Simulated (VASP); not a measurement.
# CaPtSe2 (P6_3mc) in VASP: further runs

CaPtSe2 is run at these levels: PBE; tasks: relaxation of cell and atoms, single point.

All numbers are computed with VASP 6.6.1; they aren't measurements. Logs are shortened: lines on timing, memory, paths and dates and some standing lists are left out, and cuts for length are marked.

### Step 1. The cell of the first run

It takes space group P6_3mc (No. 186, hexagonal). The conventional cell has a = 3.753 Å, b = 3.753 Å, c = 11.645 Å, α = 90.00°, β = 90.00°, γ = 120.00°. Ca (site symmetry 3m) has 6 Se at 2.71 Å and 4 Pt at 2.90 to 3.64 Å and 6 Ca at 3.75 Å within 3.8 Å. Within 3.3 Å of Pt (site symmetry 3m) lie 6 Se at 2.51 to 2.53 Å and 1 Ca at 2.90 Å. Se (site symmetry 3m) has 3 Pt at 2.53 Å and 3 Ca at 2.71 Å and 3 Se at 3.36 Å within 3.4 Å. Within 3.4 Å of Se (site symmetry 3m) lie 3 Pt at 2.51 Å and 3 Ca at 2.71 Å and 3 Se at 3.36 Å.

### Step 2. Relaxation of cell and atoms, PBE

File INCAR:

```
PREC     = Accurate       # precision mode
ENCUT    = 600            # plane-wave cutoff, eV
EDIFF    = 1E-6           # SCF threshold, eV
ISMEAR   = 0              # smearing method
SIGMA    = 0.1            # smearing width, eV
LREAL    = F              # projectors in reciprocal space
LASPH    = T              # aspherical terms in the spheres
NELM     = 60             # most SCF steps
ALGO     = Normal         # electronic algorithm
ISIF     = 3              # what is computed and relaxed
LWAVE    = F              # write WAVECAR
LCHARG   = F              # write CHGCAR
GGA      = PE             # functional
IBRION   = 2              # ionic algorithm
NSW      = 90             # ionic steps
EDIFFG   = -0.04          # ionic threshold
```

File KPOINTS:

```
Automatic mesh
0
Gamma
  6 6 2
```

File POSCAR:

```
CaPtSe2
1.0
    3.7533437100      0.0000000000      0.0000000000
   -1.8766718600      3.2504910100      0.0000000000
    0.0000000000      0.0000000000     11.6447373400
Ca Pt Se
2 2 4
Direct
    0.6666666700      0.3333333300      0.3605371900
    0.3333333300      0.6666666700      0.8605371900
    0.6666666700      0.3333333300      0.1118004400
    0.3333333300      0.6666666700      0.6118004400
    0.0000000000      0.0000000000      0.0000000000
    0.3333333300      0.6666666700      0.2210743700
    0.0000000000      0.0000000000      0.5000000000
    0.6666666700      0.3333333300      0.7210743700
```

Potentials or basis: VASP PAW PBE potentials, release 64 (Ca_sv, Pt, Se).

On the command line:

```
> cat potpaw_PBE.64/Ca_sv/POTCAR potpaw_PBE.64/Pt/POTCAR potpaw_PBE.64/Se/POTCAR > POTCAR
> mpirun -np 1 vasp_std > vasp.out
```

OUTCAR:

```text
PREC = Accurate
   ENCUT = 600
   EDIFF = 1E-6
   ISMEAR = 0
   LREAL = F
   LASPH = T
   NELM = 60
   ISIF = 3
   GGA = PE
   IBRION = 2
   NSW = 90
   EDIFFG = -0.04

 ion  position               nearest neighbor table
   1  0.667  0.333  0.361-   7 2.71   7 2.71   7 2.71   6 2.71   6 2.71   6 2.71   3 2.90
   2  0.333  0.667  0.861-   5 2.71   5 2.71   5 2.71   8 2.71   8 2.71   8 2.71   4 2.90
   3  0.667  0.333  0.112-   6 2.51   6 2.51   6 2.51   5 2.53   5 2.53   5 2.53   1 2.90
   4  0.333  0.667  0.612-   8 2.51   8 2.51   8 2.51   7 2.53   7 2.53   7 2.53   2 2.90
   5  0.000  0.000  0.000-   3 2.53   3 2.53   3 2.53   2 2.71   2 2.71   2 2.71
   6  0.333  0.667  0.221-   3 2.51   3 2.51   3 2.51   1 2.71   1 2.71   1 2.71
   7  0.000  0.000  0.500-   4 2.53   4 2.53   4 2.53   1 2.71   1 2.71   1 2.71
   8  0.667  0.333  0.721-   4 2.51   4 2.51   4 2.51   2 2.71   2 2.71   2 2.71

  LATTYP: Found a hexagonal cell.
 ALAT       =     3.7533437100
 C/A-ratio  =     3.1024969307

  Lattice vectors:

 A1 = (   3.7533437100,   0.0000000000,   0.0000000000)
 A2 = (  -1.8766718600,   3.2504910100,   0.0000000000)
 A3 = (   0.0000000000,   0.0000000000,  11.6447373400)

Analysis of symmetry for initial positions (statically):
=====================================================================
 Subroutine PRICEL returns:
 Original cell was already a primitive cell.

 Routine SETGRP: Setting up the symmetry group for a
 hexagonal supercell.

 Subroutine GETGRP returns: Found 12 space group operations
 (whereof  6 operations were pure point group operations)
 out of a pool of 24 trial point group operations.

The static configuration has the point symmetry C_3v.
 The point group associated with its full space group is C_6v.

Analysis of symmetry for dynamics (positions and initial velocities):
=====================================================================
 Subroutine PRICEL returns:
 Original cell was already a primitive cell.

 Routine SETGRP: Setting up the symmetry group for a
 hexagonal supercell.

 Subroutine GETGRP returns: Found 12 space group operations
 (whereof  6 operations were pure point group operations)
 out of a pool of 24 trial point group operations.

The dynamic configuration has the point symmetry C_3v.
 The point group associated with its full space group is C_6v.

 Subroutine INISYM returns: Found 12 space group operations
 (whereof  6 operations are pure point group operations),
 and found     1 'primitive' translations

----------------------------------------------------------------------------------------

                                     Primitive cell

  volume of cell :     142.0682

  direct lattice vectors                    reciprocal lattice vectors
     3.753343710  0.000000000  0.000000000     0.266429104  0.153822915  0.000000000
    -1.876671860  3.250491010  0.000000000     0.000000000  0.307645829  0.000000000
     0.000000000  0.000000000 11.644737340     0.000000000  0.000000000  0.085875703

  length of vectors
     3.753343710  3.753343719 11.644737340     0.307645829  0.307645829  0.085875703

  position of ions in fractional coordinates (direct lattice)
     0.666666670  0.333333330  0.360537190
     0.333333330  0.666666670  0.860537190
     0.666666670  0.333333330  0.111800440
     0.333333330  0.666666670  0.611800440
     0.000000000  0.000000000  0.000000000
     0.333333330  0.666666670  0.221074370
     0.000000000  0.000000000  0.500000000
     0.666666670  0.333333330  0.721074370

  ion indices of the primitive-cell ions
   primitive index   ion index
                 1           1
                 2           2
                 3           3
                 4           4
                 5           5
                 6           6
                 7           7
                 8           8

----------------------------------------------------------------------------------------

 KPOINTS: Automatic mesh

Automatic generation of k-mesh.
 Grid dimensions read from file:
 generate k-points for:    6    6    2

 Generating k-lattice:

  Cartesian coordinates                     Fractional coordinates (reciprocal lattice)
     0.044404851  0.025637152  0.000000000     0.166666667  0.000000000  0.000000000
     0.000000000  0.051274305  0.000000000     0.000000000  0.166666667  0.000000000
     0.000000000  0.000000000  0.042937851     0.000000000  0.000000000  0.500000000

  Length of vectors
     0.051274305  0.051274305  0.042937851

  Shift w.r.t. Gamma in fractional coordinates (k-lattice)
     0.000000000  0.000000000  0.000000000

 Subroutine IBZKPT returns following result:
 ===========================================

 Found     14 irreducible k-points:

 Following reciprocal coordinates:
            Coordinates               Weight
  0.000000  0.000000  0.000000      1.000000
  0.166667  0.000000  0.000000      6.000000
  0.333333  0.000000  0.000000      6.000000
  0.500000  0.000000  0.000000      3.000000
  0.166667  0.166667  0.000000      6.000000
  0.333333  0.166667  0.000000     12.000000
  0.333333  0.333333  0.000000      2.000000
  0.000000  0.000000  0.500000      1.000000
  0.166667  0.000000  0.500000      6.000000
  0.333333  0.000000  0.500000      6.000000
  0.500000  0.000000  0.500000      3.000000
  0.166667  0.166667  0.500000      6.000000
  0.333333  0.166667  0.500000     12.000000
  0.333333  0.333333  0.500000      2.000000
   k-points           NKPTS =     14   k-points in BZ     NKDIM =     14   number of bands    NBANDS=     38
   number of dos      NEDOS =    301   number of ions     NIONS =      8
   total plane-waves  NPLWV =  86400
   dimension x,y,z NGX =    30 NGY =   30 NGZ =   96
   dimension x,y,z NGXF=    60 NGYF=   60 NGZF=  192
   ions per type =               2   2   4
   NGX,Y,Z   is equivalent  to a cutoff of  13.29, 13.29, 13.71 a.u.
   NGXF,Y,Z  is equivalent  to a cutoff of  26.58, 26.58, 27.41 a.u.
 SYSTEM =  unknown system
   PREC   = accura    normal or accurate (medium, high low for compatibility)
   ISTART =      0    job   : 0-new  1-cont  2-samecut
   ICHARG =      2    charge: 1-file 2-atom 10-const
   ISPIN  =      1    spin polarized calculation?
   LNONCOLLINEAR =      F non collinear calculations
   LSORBIT =      F    spin-orbit coupling
   LASPH  =      T    aspherical Exc in radial PAW
   ENCUT  =  600.0 eV  44.10 Ry    6.64 a.u.   7.50  7.50 23.26*2*pi/ulx,y,z
   NELM   =     60;   NELMIN=  2; NELMDL= -5     # of ELM steps
   EDIFF  = 0.1E-05   stopping-criterion for ELM
   LREAL  =      F    real-space projection
   EDIFFG = -.4E-01   stopping-criterion for IOM
   NSW    =     90    number of steps for IOM
   IBRION =      2    ionic relax: 0-MD 1-quasi-New 2-CG
   NFREE  =      1    steps in history (QN), initial steepest desc. (CG)
   ISIF   =      3    stress and relaxation
   ISYM   =      2    0-nonsym 1-usesym 2-fastsym
   POTIM  = 0.5000    time-step for ionic-motion
   TEBEG  =    0.0;   TEEND  =   0.0 temperature during run
   PSTRESS=    0.0 pullay stress
   NELECT =      64.0000    total number of electrons
   NUPDOWN=      -1.0000    fix difference up-down
   EMIN   =  10.00;   EMAX   =-10.00  energy-range for DOS
   EFERMI =   0.00;   METHOD = LEGACY
   ISMEAR =     0;   SIGMA  =   0.10  broadening in eV -4-tet -1-fermi 0-gaus
   EFERMI_NEDOS =   21; number of points for ismear=-14 and -15
   IALGO  =     38    algorithm
   IMIX   =      4    mixing-type and parameters
     AMIX     =   0.40;   BMIX     =  1.00
     AMIX_MAG =   1.60;   BMIX_MAG =  1.00
  volume/ion in A,a.u.               =      17.76       119.84
  Fermi-wavevector in a.u.,A,eV,Ry     =   1.254977  2.371563 21.428736  1.574968
  Thomas-Fermi vector in A             =   2.388756
   LORBIT       =      0    0 simple, 1 ext, 2 COOP (PROOUT), +10 PAW based schemes
   GGA     = PE    functional components
   LHFCALC =     F    Hartree Fock is set to
   AEXX    =    0.0000 exact exchange contribution
   IVDW    =     0    specifies the selected vdW correction
   LEPSILON=     F    determine dielectric tensor
   LRPA    =     F    only Hartree local field effects (RPA)
 conjugate gradient relaxation of ions
 non-spin polarized calculation
 Gauss-broadening in eV      SIGMA  =   0.10
  energy-cutoff  :      600.00
  volume of cell :      142.07
 maximum number of plane-waves:      4771
 NGX is ok and might be reduce to    30
   NGX = 15   NGY = 15   NGZ = 47

--------------------------------------- Ionic step        1  -------------------------------------------

 number of electron      64.0000006 magnetization

 Free energy of the ion-electron system (eV)
  ---------------------------------------------------
  ext. energy  EPLUGINS =         0.00000000
  ---------------------------------------------------
  free energy    TOTEN  =       -33.76284808 eV

  energy without entropy =      -33.74382423  energy(sigma->0) =      -33.75333616

------------------------ aborting loop because EDIFF is reached ----------------------------------------

  FORCE on cell =-STRESS in cart. coord.  units (eV):
  Direction    XX          YY          ZZ          XY          YZ          ZX
  --------------------------------------------------------------------------------------
  -------------------------------------------------------------------------------------
  Total       24.5522519     24.5522521     24.2190997     -0.0000000      0.0000000      0.0000000
  in kB      276.8884956    276.8884970    273.1313646     -0.0000004      0.0000000      0.0000000
  external PRESSURE =     275.6361191 kB  Pullay stress =       0.0000000 kB
[... 29 lines left out ...]
--------------------------------------- Ionic step        2  -------------------------------------------

 number of electron      63.9999995 magnetization

 E-fermi :   3.4239     XC(G=0):  -9.3064

 val. band max:        3.4214531678   @ k =   0.1667   0.0000   0.0000
 cond. band min:       3.4253452317   @ k =   0.3333   0.3333   0.0000
 fundamental gap:      0.0038920639
 Fermi energy:         3.4239324856

 k-point     1 :       0.0000    0.0000    0.0000
  band No.  band energies     occupation
      1     -37.8943      2.00000
      2     -37.8943      2.00000
      3     -18.8878      2.00000
      4     -18.8871      2.00000
      5     -18.8763      2.00000
      6     -18.8763      2.00000
[... 640 lines left out ...]
  FREE ENERGIE OF THE ION-ELECTRON SYSTEM (eV)
  ---------------------------------------------------
  free  energy   TOTEN  =       -36.2277527861 eV

  energy  without entropy=      -36.1860601963  energy(sigma->0) =      -36.20690649

[... ionic steps 4 to 7 ...]

--------------------------------------- Ionic step        8  -------------------------------------------

 number of electron      63.9999997 magnetization

------------------------ aborting loop because EDIFF is reached ----------------------------------------
[... 79 lines left out ...]
--------------------------------------- Ionic step       10  -------------------------------------------

 number of electron      63.9999996 magnetization

 Free energy of the ion-electron system (eV)
  ---------------------------------------------------
  ext. energy  EPLUGINS =         0.00000000
  ---------------------------------------------------
  free energy    TOTEN  =       -36.42125006 eV

  energy without entropy =      -36.37224364  energy(sigma->0) =      -36.39674685

 E-fermi :   5.3742     XC(G=0): -10.0816

 val. band max:        5.3677761577   @ k =   0.1667   0.1667   0.0000
 cond. band min:       5.4252329547   @ k =   0.1667   0.0000   0.0000
 fundamental gap:      0.0574567970
 Fermi energy:         5.3741536683

 k-point     1 :       0.0000    0.0000    0.0000
  band No.  band energies     occupation
      1     -35.8944      2.00000
      2     -35.8944      2.00000
      3     -16.9574      2.00000
      4     -16.9534      2.00000
      5     -16.8936      2.00000
      6     -16.8936      2.00000
[... 598 lines left out ...]
  FREE ENERGIE OF THE ION-ELECTRON SYSTEM (eV)
  ---------------------------------------------------
  free  energy   TOTEN  =       -36.4212500622 eV

  energy  without entropy=      -36.3722436407  energy(sigma->0) =      -36.39674685

 reached required accuracy - stopping structural energy minimisation
```

Wall time 25 min (1 thread of Intel Xeon 8259CL, shared host); peak memory 0.36 GiB.

What came out:

| Item | Value |
| --- | --- |
| Free energy | -36.4213 eV |
| Relaxed volume | 22.56 Å³/atom |
| Relaxed cell | a = 4.120 Å, b = 4.120 Å, c = 12.275 Å, α = 90.00°, β = 90.00°, γ = 120.00° |
| Space group after relaxing (to 0.1 Å) | P6_3mc (No. 186) |
| Energy gained by relaxing | 332.3 meV/atom |
| Ionic steps | 10 |
| Pressure after relaxing | -0.1 GPa |
| Largest force after relaxing | 0.032 eV/Å |
| Band gap on the k mesh | zero (bands 32 and 33 overlap by 0.65 eV) |

Forces in eV/Å, atoms in the order of the input:
```
Ca   0.000  0.000  0.024
Ca   0.000  0.000  0.024
Pt   0.000  0.000 -0.032
Pt   0.000  0.000 -0.032
Se   0.000  0.000  0.004
Se   0.000  0.000  0.003
Se   0.000  0.000  0.004
Se   0.000  0.000  0.003
```

The path:
| step | energy change (eV) | largest force (eV/Å) | pressure (GPa) | volume (Å³) |
| --- | --- | --- | --- | --- |
| 1 | 0.0000 | 0.9666 | 27.56 | 142.07 |
| 2 | -1.1752 | 0.9078 | -9.07 | 214.60 |
| 3 | -2.4649 | 0.7472 | -0.27 | 177.54 |
| 4 | -2.4654 | 0.7383 | 0.05 | 176.78 |
| 5 | -2.5493 | 0.5223 | 0.05 | 177.42 |
| 6 | -2.6511 | 0.0653 | 0.33 | 179.01 |
| 7 | -2.6542 | 0.0508 | 0.42 | 179.33 |
| 8 | -2.6553 | 0.0224 | -0.54 | 181.59 |
| 9 | -2.6566 | 0.0317 | -0.15 | 180.63 |
| 10 | -2.6584 | 0.0317 | -0.10 | 180.45 |

Final structure:
```
Ca Pt Se
1.0
     4.12003    0.00000    0.00000
    -2.06002    3.56805    0.00000
     0.00000    0.00000   12.27480
Ca Pt Se
2 2 4
Cartesian
  2.0600 1.1893 4.4695
  0.0000 2.3787 10.6069
  2.0600 1.1893 1.3246
  0.0000 2.3787 7.4620
  4.1200 0.0000 0.1250
  0.0000 2.3787 2.5924
  0.0000 0.0000 6.2624
  2.0600 1.1893 8.7298
```

Caveat: the volume moved by over 15 % at a fixed basis, so the end points are rough; spin-orbit coupling is left out, which moves the levels of the heavy elements.

### Step 3. Single point, PBE

This run uses another cell than the first one, of 22.51 Å³/atom.

File INCAR:

```
SYSTEM = CaPtSe2
ALGO     = Normal         ! electronic algorithm
EDIFF    = 1E-6           ! SCF threshold, eV
ENCUT    = 520            ! plane-wave cutoff, eV
GGA      = PE             ! functional
ISIF     = 2              ! what is computed and relaxed
ISMEAR   = 0              ! smearing method
LASPH    = .True.         ! aspherical terms in the spheres
LCHARG   = .False.        ! write CHGCAR
LREAL    = .False.        ! projectors in reciprocal space
LWAVE    = .False.        ! write WAVECAR
NBANDS   = 42             ! bands
NELM     = 80             ! most SCF steps
PREC     = Accurate       ! precision mode
SIGMA    = 0.1            ! smearing width, eV
```

File KPOINTS:

```
k-points
0
Gamma
  12 12 4
  0 0 0
```

File POSCAR:

```
CaPtSe2
1.0
    4.1440527270      0.0000000000      0.0000000000
   -2.0720263635      3.5888549362      0.0000000000
    0.0000000000      0.0000000000     12.1089007704
Ca Pt Se
2 2 4
Direct
    0.6666666667      0.3333333333      0.3646763417
    0.3333333333      0.6666666667      0.8646763417
    0.6666666667      0.3333333333      0.1030288500
    0.3333333333      0.6666666667      0.6030288500
    0.0000000000      0.0000000000      0.0129907541
    0.3333333333      0.6666666667      0.2127160542
    0.0000000000      0.0000000000      0.5129907541
    0.6666666667      0.3333333333      0.7127160542
```

Potentials or basis: VASP PAW PBE potentials, release 64 (Ca_sv, Pt, Se).

On the command line:

```
> cat potpaw_PBE.64/Ca_sv/POTCAR potpaw_PBE.64/Pt/POTCAR potpaw_PBE.64/Se/POTCAR > POTCAR
> mpirun -np 1 vasp_std > vasp.out
```

Run time: 14 min. Hardware: 1 thread of Intel Xeon 8259CL, shared host; peak memory 0.56 GiB.

The run converged. Its results:

* Free energy: -36.4128 eV
* Pressure: 0.1 GPa
* Largest force: 0.015 eV/Å
* Band gap on the k mesh: zero (bands 32 and 33 overlap by 0.68 eV)

Forces on the atoms (eV/Å):
```
Ca   0.000  0.000 -0.001
Ca   0.000  0.000 -0.001
Pt   0.000  0.000  0.000
Pt   0.000  0.000  0.000
Se   0.000  0.000  0.015
Se   0.000  0.000 -0.013
Se   0.000  0.000  0.015
Se   0.000  0.000 -0.013
```

Levels at points of the mesh, in eV from the Fermi level:
| k point | band 28 | band 29 | band 30 | band 31 | band 32 | band 33 | band 34 | band 35 | band 36 | band 37 |
| --- | --- | --- | --- | --- | --- | --- | --- | --- | --- | --- |
| (0.00, 0.00, 0.00) | -1.80 | -1.80 | -1.17 | 0.12 | 0.12 | 0.92 | 0.92 | 1.12 | 1.76 | 2.78 |
| (0.50, 0.00, 0.00) | -2.71 | -2.67 | -2.45 | -0.08 | 0.08 | 0.33 | 0.56 | 1.36 | 1.96 | 2.50 |
| (0.00, 0.00, 0.50) | -2.09 | -1.93 | -1.93 | 0.54 | 0.54 | 0.54 | 0.54 | 1.84 | 1.84 | 2.40 |
| (0.50, 0.00, 0.50) | -2.71 | -2.57 | -2.57 | -0.10 | -0.10 | 0.44 | 0.44 | 1.71 | 1.71 | 3.01 |

Caveat: spin-orbit coupling is left out, which moves the levels of the heavy elements.

The gap in the log of VASP goes by the Fermi energy; the results here count the filled bands.